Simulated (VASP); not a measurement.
Set up this calculation in VASP 6.6.1, as the native input.

| Quantity | Value |
| --- | --- |
| Task | single point |
| Functional | PBE |
| Potentials or basis | VASP PAW PBE potentials, release 64 (Ti_sv) |
| Cutoff | 500 eV |
| k mesh | 18 × 18 × 18 |
| Occupations | gaussian, width 0.1 eV |
| Spin | no spin polarisation |
| Dipole correction | no |
| Further INCAR settings | ALGO = Normal; EDIFF = 1e-06; NBANDS = 12 |

The structure of Ti lies in POSCAR:

```
Ti
1.0
   -1.6050467516      1.6050467516      1.6050467516
    1.6050467516     -1.6050467516      1.6050467516
    1.6050467516      1.6050467516     -1.6050467516
Ti
1
Direct
    0.0000000000      0.0000000000      0.0000000000
```

This isn't the form of Ti at room conditions, which is hcp.

The input as run:

INCAR

```
PREC = Accurate ; ENCUT = 500
EDIFF = 1E-6 ; ISMEAR = 0
SIGMA = 0.1 ; LREAL = False
LASPH = True ; NELM = 120
ALGO = Normal ; ISIF = 2
LWAVE = False ; LCHARG = False
GGA = PE ; NBANDS = 12
GGA_COMPAT = False
```

KPOINTS

```
regular mesh
0
Gamma
  18 18 18
```

Potentials or basis: VASP PAW PBE potentials, release 64 (Ti_sv).

The run is started by

```console
$ cat potpaw_PBE.64/Ti_sv/POTCAR > POTCAR
$ mpirun -np 1 vasp_std > vasp.out
```

It gave:

```yaml
Pressure: 4.5 GPa
Band_gap_on_the_k_mesh: zero (bands 6 and 7 overlap by 1.62 eV)
```

Caveat: the cell stands under pressure.

Wall time 35 s on 1 thread of Intel Xeon 8259CL, on a shared host, peak memory 0.15 GiB.
